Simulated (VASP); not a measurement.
Here is a VASP 6.6.1 calculation.

File INCAR:

```
SYSTEM = Bi
ALGO = Normal
EDIFF = 1E-6
ENCUT = 520
ISIF = 2
ISMEAR = 1
LASPH = .True.
LCHARG = .False.
LREAL = .False.
LWAVE = .False.
NBANDS = 14
NELM = 60
PREC = Accurate
SIGMA = 0.1
```

File KPOINTS:

```
k-points
0
Gamma
  12 12 12
  0 0 0
```

The input POSCAR:

```
Bi
1.0
   -1.9271176505      1.9271176505      1.9271176505
    1.9271176505     -1.9271176505      1.9271176505
    1.9271176505      1.9271176505     -1.9271176505
Bi
1
Direct
    0.0000000000      0.0000000000      0.0000000000
```

Potentials or basis: VASP PAW LDA potentials, release 64 (Bi_d).

Launch:

```console
$ cat potpaw_LDA.64/Bi_d/POTCAR > POTCAR
$ mpirun -np 1 vasp_std > vasp.out
```

Task: What does it give for the pressure?

Result: 1.3 GPa.
